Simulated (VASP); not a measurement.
**TlZn2: relaxation of cell and atoms with PBE**

TlZn2:

```
Zn Tl
1.0
     3.85736    0.00000    0.00000
    -1.92868    3.34057    0.00000
     0.00000    0.00000    4.16492
Zn Tl
2 1
Direct
  0.33333 0.66667 0.50000
  0.66667 0.33333 0.50000
  0.00000 0.00000 0.00000
```

```json
{"Program": "VASP 6.6.1", "Task": "relaxation of cell and atoms", "Functional": "PBE", "Potentials or basis": "VASP PAW PBE potentials, release 64 (Zn, Tl_d)", "Cutoff": "600 eV", "k mesh": "6 × 6 × 4", "Occupations": "gaussian, width 0.1 eV", "Spin": "no spin polarisation", "Dipole correction": "no", "Further INCAR settings": "ALGO = Fast; EDIFF = 1e-07; IBRION = 2; EDIFFG = -0.04; NSW = 90; ISIF = 3"}
```

```yaml
Relaxed_volume: 22.43 Å³/atom
Relaxed_cell: a = 4.436 Å, b = 4.436 Å, c = 3.949 Å, α = 90.00°, β = 90.00°, γ = 120.00°
Space_group_after_relaxing_to_0.05_Å: P6/mmm (No. 191)
Energy_gained_by_relaxing: 351.0 meV/atom
Ionic_steps: 8
Pressure_after_relaxing: 0.1 GPa
```

Stress tensor (GPa, compression positive):
```
0.14 0.00 0.00
0.00 0.14 0.00
0.00 0.00 0.02
```

Step by step:
```
step  energy change (eV)  largest force (eV/Å)  pressure (GPa)  volume (Å³)
   1              0.0000                0.0000           19.82        53.67
   2             -0.9874                0.0000           -1.15        72.52
   3             -0.9885                0.0000           -0.53        71.24
   4             -0.9889                0.0000           -0.75        71.66
   5             -1.0162                0.0000           -0.64        70.77
   6             -1.0526                0.0000           -0.30        67.95
   7             -1.0526                0.0000           -0.34        68.03
   8             -1.0531                0.0000            0.10        67.30
```

Final structure:
```
CELL_PARAMETERS angstrom
4.43620 0.00000 0.00000
-2.21810 3.84186 0.00000
0.00000 0.00000 3.94851
ATOMIC_POSITIONS crystal
Zn 0.33333 0.66667 0.50000
Zn 0.66667 0.33333 0.50000
Tl 0.00000 0.00000 0.00000
```

Levels at points of the mesh, in eV from the Fermi level:
```
           k point  band 16  band 17  band 18  band 19  band 20  band 21
(0.00, 0.00, 0.00)    -6.76    -0.54     1.04     2.34     2.34     2.51
(0.50, 0.00, 0.00)    -6.61    -5.38    -0.82    -0.47     4.03     4.64
(0.00, 0.00, 0.50)    -6.64    -5.98     3.06     3.06     4.22     4.41
(0.50, 0.00, 0.50)    -4.67    -3.59    -3.39    -1.88     1.58     2.40
```

Run time: 2.3 min on 1 thread of Intel(R) Xeon(R) Platinum 8488C (Sapphire Rapids), on a shared host, peak memory 0.2 GiB.

Caveat: the k points lie up to 0.40 Å⁻¹ apart in the final cell; the volume moved by over 15 % at a fixed basis, so the end points are rough; spin-orbit coupling is left out, which moves the levels of the heavy elements.
